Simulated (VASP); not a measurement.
Write the native input for VASP 6.6.1 that does the following.

```
Task                   : relaxation of cell and atoms
Functional             : LDA
Potentials or basis    : VASP PAW LDA potentials, release 64 (Sr_sv, O)
Cutoff                 : 600 eV
k mesh                 : 6 × 6 × 4
Occupations            : fermi-dirac, width 0.02 eV
Spin                   : no spin polarisation
Dipole correction      : no
Further INCAR settings : ALGO = Normal; EDIFF = 1e-07; IBRION = 2; EDIFFG = -0.005; NSW = 80; ISIF = 3
```

The structure of SrO lies in POSCAR:

```
SrO
1.0
    4.2895703072      0.0000000000      0.0000000000
   -2.1447851536      3.7148768573      0.0000000000
    0.0000000000      0.0000000000      5.1831991123
Sr O
2 2
Direct
    0.3333333333      0.6666666667      0.9375089398
    0.6666666667      0.3333333333      0.4375089398
    0.3333333333      0.6666666667      0.4374910602
    0.6666666667      0.3333333333      0.9374910602
```

These files were run (other wordings do the same):

INCAR

```
PREC = Accurate
ENCUT = 600
EDIFF = 1E-7
ISMEAR = -1
SIGMA = 0.02
LREAL = F
LASPH = T
NELM = 100
ALGO = Normal
ISIF = 3
LWAVE = F
LCHARG = F
GGA = CA
IBRION = 2
NSW = 80
EDIFFG = -0.005
```

KPOINTS

```
Automatic mesh
0
Gamma
  6 6 4
```

Potentials or basis: VASP PAW LDA potentials, release 64 (Sr_sv, O).

Command:

```console
$ cat potpaw_LDA.64/Sr_sv/POTCAR potpaw_LDA.64/O/POTCAR > POTCAR
$ mpirun -np 1 vasp_std > vasp.out
```

It gave:

* Relaxed volume: 19.32 Å³/atom
* Relaxed cell: a = 4.199 Å, b = 4.199 Å, c = 5.061 Å, α = 90.00°, β = 90.00°, γ = 120.00°
* Space group after relaxing (to 0.1 Å): P6_3/mmc (No. 194)
* Energy gained by relaxing: 21.2 meV/atom
* Ionic steps: 8
* Pressure after relaxing: 0.0 GPa
* Band gap on the k mesh: 2.61 eV

Run time: 9.7 min on 1 thread of Intel Xeon 8259CL (shared host), peak memory 0.22 GiB.
